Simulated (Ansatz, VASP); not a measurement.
**C: VASP beside Ansatz**

```
C
1.0
     1.22812   -2.12646    0.00000
     1.22812    2.12646    0.00000
     0.00000    0.00000    7.11555
C
4
Direct
  0.08332 0.91668 0.74992
  0.58332 0.41668 0.25008
  0.91668 0.08332 0.25008
  0.41668 0.58332 0.74992
```

Alike in both runs: functional r2SCAN; k mesh 18 × 18 × 6; occupations gaussian, width 0.1 eV; no spin polarisation.

Ansatz relaxed the structure, and its values are those at the end. VASP's run is a single point on that final structure, the one shown.

|  | VASP | Ansatz |
| --- | --- | --- |
| version | VASP 6.6.1 | Ansatz 0.2.0 |
| potentials or method | VASP PAW PBE potentials, release 64 (C), cutoff 520 eV | scalar-relativistic, plane waves, PAW |
| valence electrons in the cell | 16 | 16 |

|  | VASP | Ansatz | Ansatz less VASP |
| --- | --- | --- | --- |
| gap on the k mesh at the Fermi level (eV) | none | none | - |
| pressure (GPa) | 0.6 | 0.0 | -0.64 |

VASP's potentials were made for PBE, not for r2SCAN. A gap of «none» marks a metal or a gap that the smearing closes.
